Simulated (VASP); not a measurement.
A run of VASP 6.6.1 is set up as follows.

The input INCAR:

```
SYSTEM = LaMg
  PREC = Accurate
  ENCUT = 520
  EDIFF = 1E-6
  ISMEAR = 0
  SIGMA = 0.1
  LREAL = .FALSE.
  LASPH = .TRUE.
  NELM = 60
  ALGO = Normal
  ISIF = 2
  LWAVE = .FALSE.
  LCHARG = .FALSE.
  NBANDS = 14
```

The input KPOINTS:

```
regular mesh
0
G
  5 5 5
  0 0 0
```

Contents of POSCAR:

```
LaMg
1.0
    3.8551752361      0.0000000000      0.0000000000
    0.0000000000      3.8551752361      0.0000000000
    0.0000000000      0.0000000000      3.8551752361
La Mg
1 1
Direct
    0.0000000000      0.0000000000      0.0000000000
    0.5000000000      0.5000000000      0.5000000000
```

Potentials or basis: VASP PAW LDA potentials, release 64 (La, Mg).

Command:

```sh
$ cat potpaw_LDA.64/La/POTCAR potpaw_LDA.64/Mg/POTCAR > POTCAR
$ mpirun -np 1 vasp_std > vasp.out
```

Q: Estimate the pressure.

A: -0.3 GPa.
